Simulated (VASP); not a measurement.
Wanted: the native input for a VASP 6.6.1 run.

```yaml
Task: single point
Functional: LDA
Potentials_or_basis: VASP PAW LDA potentials, release 64 (Mg, S)
Cutoff: 520 eV
k_mesh: 8 × 8 × 8
Occupations: gaussian, width 0.01 eV
Spin: no spin polarisation
Dipole_correction: no
Further_INCAR_settings: ALGO = Normal; EDIFF = 1e-06; NBANDS = 11
```

The structure of MgS lies in POSCAR:

```
MgS
1.0
    2.5269732979      2.5269732979      0.0000000000
   -2.5269732979      2.5269732979      0.0000000000
    0.0000000000      2.5269732979      2.5269732979
Mg S
1 1
Direct
    0.0000000000      0.0000000000      0.0000000000
    0.5000000000      0.5000000000      0.0000000000
```

The input as run:

INCAR

```
SYSTEM = MgS
  PREC = Accurate
  ENCUT = 520
  EDIFF = 1E-6
  ISMEAR = 0
  SIGMA = 0.01
  LREAL = .FALSE.
  LASPH = .TRUE.
  NELM = 60
  ALGO = Normal
  ISIF = 2
  LWAVE = .FALSE.
  LCHARG = .FALSE.
  NBANDS = 11
```

KPOINTS

```
Automatic mesh
0
G
  8 8 8
  0 0 0
```

Potentials or basis: VASP PAW LDA potentials, release 64 (Mg, S).

Command:

```console
$ cat potpaw_LDA.64/Mg/POTCAR potpaw_LDA.64/S/POTCAR > POTCAR
$ mpirun -np 1 vasp_std > vasp.out
```

Results of the run:

* Pressure: 3.4 GPa
* Band gap on the k mesh: 2.74 eV, indirect (least direct gap 4.22 eV)

It took 9.8 s on 1 thread of Intel(R) Xeon(R) Platinum 8259CL CPU @ 2.50GHz (Skylake/Cascade Lake) (shared host), peak memory 0.14 GiB.
